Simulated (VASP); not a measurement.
Set up this calculation in VASP 6.6.1, as the native input.

```yaml
Task: single point
Functional: PBE
Potentials_or_basis: VASP PAW PBE potentials, release 64 (Ti_sv, C)
Cutoff: 520 eV
k_mesh: 4 × 4 × 4
Occupations: gaussian, width 0.1 eV
Spin: no spin polarisation
Dipole_correction: no
Further_INCAR_settings: ALGO = Normal; EDIFF = 1e-06; NBANDS = 39
```

The structure of Ti4C3 lies in POSCAR:

```
Ti4C3
1.0
    4.3102352000      0.0000000000      0.0000000000
    0.0000000000      4.3102352000      0.0000000000
    0.0000000000      0.0000000000      4.3102352000
Ti C
4 3
Direct
    0.5000000000      0.0000000000      0.0000000000
    0.0000000000      0.5000000000      0.0000000000
    0.0000000000      0.0000000000      0.5000000000
    0.5000000000      0.5000000000      0.5000000000
    0.0000000000      0.5000000000      0.5000000000
    0.5000000000      0.0000000000      0.5000000000
    0.5000000000      0.5000000000      0.0000000000
```

The input as run:

INCAR

```
ALGO = Normal
EDIFF = 1E-6
ENCUT = 520
GGA = PE
ISIF = 2
ISMEAR = 0
LASPH = T
LCHARG = T
LELF = T
LREAL = F
LVHAR = T
LWAVE = F
NBANDS = 39
NELM = 60
PREC = Accurate
SIGMA = 0.1
```

KPOINTS

```
k-points
0
Gamma
  4 4 4
```

Potentials or basis: VASP PAW PBE potentials, release 64 (Ti_sv, C).

Run with:

```bash
$ cat potpaw_PBE.64/Ti_sv/POTCAR potpaw_PBE.64/C/POTCAR > POTCAR
$ mpirun -np 1 vasp_std > vasp.out
```

It gave:

The pressure is 0.1 GPa and the band gap on the k mesh is zero (band 30 reaches 9.61 eV, above the bottom of band 31 at 8.47 eV).

Caveat: the k points lie up to 0.36 Å⁻¹ apart.

Run time: 23 s on 1 thread of AMD EPYC 9R45 96-Core Processor (Zen 5), with other jobs on the host, peak memory 0.15 GiB.
